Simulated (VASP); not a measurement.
# In (C2/m) in VASP: single point with PBE

Aim: the single point of In with PBE.

Program: VASP 6.6.1. These are calculated values, not measurements. Logs are shortened: lines on timing, memory, paths and dates and some standing lists are left out, and cuts for length are marked.

### 1 The cell of the first run

It takes space group C2/m (No. 12, monoclinic). Conventional cell: a = 4.777 Å, b = 4.577 Å, c = 3.199 Å, α = 90.00°, β = 128.04°, γ = 90.00°. Within 4.2 Å of In (site symmetry 2/m) lie 12 In at 3.20 to 3.77 Å.

### 2 Single point, PBE (strained)

INCAR reads:

```
PREC = Accurate
ENCUT = 520
EDIFF = 1E-6
ISMEAR = 0
SIGMA = 0.1
LREAL = False
LASPH = True
NELM = 60
ALGO = Fast
ISIF = 2
LWAVE = False
LCHARG = False
GGA = PE
NBANDS = 12
```

KPOINTS reads:

```
Automatic mesh
0
Gamma
  16 16 16
```

POSCAR reads:

```
In
1.0
   -1.5349534800      1.5349534800      2.3502844155
    1.8318274800     -1.8318274800      2.7405604155
    1.4696147730      1.7664887730     -2.5454224155
In
1
Direct
    0.0000000000      0.0000000000      0.0000000000
```

Potentials or basis: VASP PAW PBE potentials, release 64 (In_d).

Started as:

```console
> cat potpaw_PBE.64/In_d/POTCAR > POTCAR
> mpirun -np 1 vasp_std > vasp.out
```

OUTCAR:

```text
PREC = Accurate
   ENCUT = 520
   EDIFF = 1E-6
   ISMEAR = 0
   LREAL = False
   LASPH = True
   NELM = 60
   ISIF = 2
   GGA = PE

 ion  position               nearest neighbor table
   1  0.000  0.000  0.000-

  LATTYP: Found a base centered monoclinic cell.
 ALAT       =     4.7773155036
 B/A-ratio  =     0.9579734729
 C/A-ratio  =     0.6697014516
 COS(beta)  =    -0.6162119329

  Lattice vectors:

 A1 = (   0.0653387070,  -3.3014422530,   0.1951380000)
 A2 = (   3.3014422530,  -0.0653387070,   0.1951380000)
 A3 = (  -1.5349534800,   1.5349534800,   2.3502844155)

Analysis of symmetry for initial positions (statically):
=====================================================================
 Subroutine PRICEL returns:
 Original cell was already a primitive cell.

 Routine SETGRP: Setting up the symmetry group for a
 base centered monoclinic supercell.

 Subroutine GETGRP returns: Found  4 space group operations
 (whereof  4 operations were pure point group operations)
 out of a pool of  4 trial point group operations.

The static configuration has the point symmetry C_2h.

Analysis of symmetry for dynamics (positions and initial velocities):
=====================================================================
 Subroutine PRICEL returns:
 Original cell was already a primitive cell.

 Routine SETGRP: Setting up the symmetry group for a
 base centered monoclinic supercell.

 Subroutine GETGRP returns: Found  4 space group operations
 (whereof  4 operations were pure point group operations)
 out of a pool of  4 trial point group operations.

The dynamic configuration has the point symmetry C_2h.

 Subroutine INISYM returns: Found  4 space group operations
 (whereof  4 operations are pure point group operations),
 and found     1 'primitive' translations

----------------------------------------------------------------------------------------

                                     Primitive cell

  volume of cell :      27.5455

  direct lattice vectors                    reciprocal lattice vectors
    -1.534953480  1.534953480  2.350284416    -0.006476346  0.315489944  0.215206603
     1.831827480 -1.831827480  2.740560416     0.292564757  0.016448841  0.180329276
     1.469614773  1.766488773 -2.545422416     0.309013598  0.309013598  0.000000000

  length of vectors
     3.199375127  3.771187508  3.429201866     0.381955140  0.344068815  0.437011221

  position of ions in fractional coordinates (direct lattice)
     0.000000000  0.000000000  0.000000000

[... 83 lines left out ...]
   POTIM  = 0.5000    time-step for ionic-motion
   TEBEG  =    0.0;   TEEND  =   0.0 temperature during run
   PSTRESS=    0.0 pullay stress
   NELECT =      13.0000    total number of electrons
   NUPDOWN=      -1.0000    fix difference up-down
   EMIN   =  10.00;   EMAX   =-10.00  energy-range for DOS
   EFERMI =   0.00;   METHOD = LEGACY
   ISMEAR =     0;   SIGMA  =   0.10  broadening in eV -4-tet -1-fermi 0-gaus
   EFERMI_NEDOS =   21; number of points for ismear=-14 and -15
   IALGO  =     68    algorithm
   IMIX   =      4    mixing-type and parameters
     AMIX     =   0.40;   BMIX     =  1.00
     AMIX_MAG =   1.60;   BMIX_MAG =  1.00
  volume/ion in A,a.u.               =      27.55       185.89
  Fermi-wavevector in a.u.,A,eV,Ry     =   1.274595  2.408635 22.103916  1.624592
  Thomas-Fermi vector in A             =   2.407354
   LORBIT       =      0    0 simple, 1 ext, 2 COOP (PROOUT), +10 PAW based schemes
   GGA     = PE    functional components
   LHFCALC =     F    Hartree Fock is set to
   AEXX    =    0.0000 exact exchange contribution
   IVDW    =     0    specifies the selected vdW correction
   LEPSILON=     F    determine dielectric tensor
   LRPA    =     F    only Hartree local field effects (RPA)
 non-spin polarized calculation
 RMM-DIIS sequential band-by-band and
 Gauss-broadening in eV      SIGMA  =   0.10
  energy-cutoff  :      520.00
  volume of cell :       27.55
 maximum number of plane-waves:       762
   NGX = 11   NGY = 13   NGZ = 13

 number of electron      12.9999996 magnetization

 Free energy of the ion-electron system (eV)
  ---------------------------------------------------
  ext. energy  EPLUGINS =         0.00000000
  ---------------------------------------------------
  free energy    TOTEN  =        -2.54691189 eV

  energy without entropy =       -2.54448789  energy(sigma->0) =       -2.54569989

 E-fermi :   6.9664     XC(G=0):  -9.9998

 val. band max:        6.9644445244   @ k =   0.0000   0.5000   0.1875
 cond. band min:       6.9753069133   @ k =  -0.1875   0.1875   0.3125
 fundamental gap:      0.0108623888
 Fermi energy:         6.9663749848

 k-point     1 :       0.0000    0.0000    0.0000
  band No.  band energies     occupation
      1      -7.7598      2.00000
      2      -7.6928      2.00000
      3      -7.5686      2.00000
      4      -7.5239      2.00000
      5      -7.4350      2.00000
      6      -2.2686      2.00000
      7      15.3280      0.00000
      8      15.7230      0.00000
      9      18.7013      0.00000
     10      19.1839      0.00000
     11      19.4221      0.00000
     12      19.9204      0.00000
[... 331 lines left out ...]
 k-point    24 :      -0.1250    0.0625    0.0000
  band No.  band energies     occupation
      1      -7.7279      2.00000
      2      -7.6414      2.00000
      3      -7.5846      2.00000
      4      -7.5343      2.00000
      5      -7.4503      2.00000
      6      -1.9336      2.00000
      7      14.4573      0.00000
      8      15.5772      0.00000
      9      16.6993      0.00000
     10      18.3965      0.00000
     11      19.3976      0.00000
     12      20.6884      0.00000

 [... further k-points ...]

------------------------ aborting loop because EDIFF is reached ----------------------------------------

  FORCE on cell =-STRESS in cart. coord.  units (eV):
  Direction    XX          YY          ZZ          XY          YZ          ZX
  --------------------------------------------------------------------------------------
  -------------------------------------------------------------------------------------
  Total        0.0466790      0.0466790      0.0553991     -0.0289699      0.1282882     -0.1282882
  in kB        2.7150678      2.7150678      3.2222715     -1.6850215      7.4618413     -7.4618416
  external PRESSURE =       2.8841357 kB  Pullay stress =       0.0000000 kB

 VOLUME and BASIS-vectors are now :
 -----------------------------------------------------------------------------
  energy-cutoff  :      520.00
  volume of cell :       27.55
      direct lattice vectors                 reciprocal lattice vectors
    -1.534953480  1.534953480  2.350284416    -0.006476346  0.315489944  0.215206603
     1.831827480 -1.831827480  2.740560416     0.292564757  0.016448841  0.180329276
     1.469614773  1.766488773 -2.545422416     0.309013598  0.309013598  0.000000000

 POSITION                                       TOTAL-FORCE (eV/Angst)
 -----------------------------------------------------------------------------------
      0.00000      0.00000      0.00000         0.000000      0.000000      0.000000
 -----------------------------------------------------------------------------------
    total drift:                               -0.000000     -0.000000      0.000000

  FREE ENERGIE OF THE ION-ELECTRON SYSTEM (eV)
  ---------------------------------------------------
  free  energy   TOTEN  =        -2.5469118912 eV

  energy  without entropy=       -2.5444878856  energy(sigma->0) =       -2.54569989
```

It took 8 min on 1 thread of Intel Xeon 8259CL, shared host; peak memory 0.44 GiB.

What came out:

- Free energy: -2.5469 eV
- Pressure: 0.3 GPa
- Band gap on the k mesh: zero (an odd number of electrons rules out a gap without spin polarisation)

Levels at points of the mesh, in eV from the Fermi level:
```tsv
k point	band 4	band 5	band 6	band 7	band 8	band 9
(0.00, 0.00, 0.00)	-14.49	-14.40	-9.23	8.36	8.76	11.73
(0.50, 0.00, 0.00)	-14.34	-14.26	-3.45	-2.88	5.81	7.64
(0.00, 0.50, 0.00)	-14.42	-14.30	-5.04	-3.41	8.69	9.51
(0.50, 0.50, 0.00)	-14.26	-14.26	-1.96	-1.87	3.65	4.21
(0.00, 0.00, 0.50)	-14.32	-14.25	-1.66	-1.58	1.49	4.93
(0.50, 0.50, 0.50)	-14.32	-14.26	-2.98	-2.56	4.71	4.87
```

Caveat: the cell differs from its parent crystal (strained); spin-orbit coupling is left out, which moves the levels of the heavy elements.
